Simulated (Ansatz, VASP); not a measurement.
**ZnSe in VASP and in Ansatz**

```
CELL_PARAMETERS angstrom
3.98277 0.00000 0.00000
0.00000 3.98277 0.00000
0.00000 0.00000 4.94110
ATOMIC_POSITIONS crystal
Zn 0.00000 0.00000 0.00000
Zn 0.50000 0.50000 0.00000
Se 0.00000 0.50000 0.27967
Se 0.50000 0.00000 0.72033
```

Alike in both runs: task single point; functional LDA; k mesh 8 × 8 × 6; occupations gaussian, width 0.05 eV; no spin polarisation.

|  | VASP | Ansatz |
| --- | --- | --- |
| version | VASP 6.6.1 | Ansatz 0.2.0 |
| potentials or method | VASP PAW LDA potentials, release 64 (Zn, Se), cutoff 520 eV | scalar-relativistic, plane waves, PAW |
| valence electrons in the cell | 36 | 56 |

VASP gave:

```
gap on the k mesh at the Fermi level (eV)                     : 1.24
least direct gap on the mesh (eV)                             : 1.24
pressure (GPa)                                                : 5.4
traceless stress, the component that is largest in VASP (GPa) : 0.82
rms of the force components (eV/Å)                            : 0.381
```

Question: Which values does Ansatz return?

Answer: gap on the k mesh at the Fermi level (eV): 1.24; least direct gap on the mesh (eV): 1.24; pressure (GPa): 4.9; traceless stress, the component that is largest in VASP (GPa): 0.88; rms of the force components (eV/Å): 0.349.

LDA's correlation is that of Perdew and Zunger in VASP and of Perdew and Wang (1992) in Ansatz. Atom by atom the forces differ by 0.032 eV/Å (rms over components). VASP's potentials hold 36 valence electrons a cell and Ansatz's 56, so a difference there can come from the potentials and not from the codes.
